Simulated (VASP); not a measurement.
Input of a VASP 6.6.1 run:

The input INCAR:

```
SYSTEM = P
PREC = Accurate
ENCUT = 500
EDIFF = 1E-6
ISMEAR = 0
SIGMA = 0.1
LREAL = .False.
LASPH = .True.
NELM = 120
ALGO = Normal
ISIF = 2
LWAVE = .False.
LCHARG = .False.
GGA = PS
NBANDS = 8
GGA_COMPAT = .False.
```

The input KPOINTS:

```
regular mesh
0
Gamma
  18 18 18
  0 0 0
```

Contents of POSCAR:

```
P
1.0
    2.3297003906      0.0000000000      0.0000000000
    0.0000000000      2.3297003906      0.0000000000
    0.0000000000      0.0000000000      2.3297003906
P
1
Direct
    0.0000000000      0.0000000000      0.0000000000
```

Potentials or basis: VASP PAW PBE potentials, release 64 (P).

Run with:

```console
$ cat potpaw_PBE.64/P/POTCAR > POTCAR
$ mpirun -np 1 vasp_std > vasp.out
```

Question: What does it give for the pressure?

Answer: 18.8 GPa.

Caveat: the PAW data sets were made with another functional, which shifts forces and pressure a little.
